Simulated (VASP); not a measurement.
Pb:

```xyz
1
Lattice="0.0000 2.4750 2.4750 2.4750 0.0000 2.4750 2.4750 2.4750 0.0000" Properties=species:S:1:pos:R:3 pbc="T T T"
Pb    0.0000    0.0000    0.0000
```

Program: VASP 6.6.1. Alike in all runs: task single point; potentials or basis VASP PAW PBE potentials, release 64 (Pb_d); cell as given.

**Question.** Order these runs on this cell by their pressure, lowest first.
A. level pbe exchange, lyp correlation; spin collinear, zero start; fixed moment (μB) 0.0; k mesh 9 × 9 × 9; cutoff (eV) 500; smearing tetrahedron
B. level PBE; spin off; k mesh 9 × 9 × 9; cutoff (eV) 520; smearing gaussian 0.028 eV
C. level r2SCAN+rVV10; spin off; k mesh 9 × 9 × 9; cutoff (eV) 550; smearing tetrahedron
D. level RPBE+D3(BJ); spin non-collinear, zero start, SOC; k mesh 7 × 7 × 7; cutoff (eV) 520; smearing methfessel-paxton 0.01 eV
E. level PBEsol-based screened hybrid with 25 % exact exchange; spin off; k mesh 5 × 5 × 5; cutoff (eV) 520; smearing fermi-dirac 0.05 eV; grid for exact exchange (PRECFOCK) Normal; share of exact exchange 0.25; screening parameter 0.207 1/Å

**Answer.** D (-16.2 GPa), E (-1.5 GPa), C (0.5 GPa), B (2.2 GPa), A (6.3 GPa).

Caveats: some runs use coarse meshes; the PAW data sets were made with another functional, which shifts forces and pressure a little (at least some runs); tetrahedron occupations give inexact forces and stress in metals (at least some runs); the cell stands under pressure (at least some runs); the total moment is fixed, so each spin has its own Fermi level (at least some runs); the cell stands under tension (at least some runs).
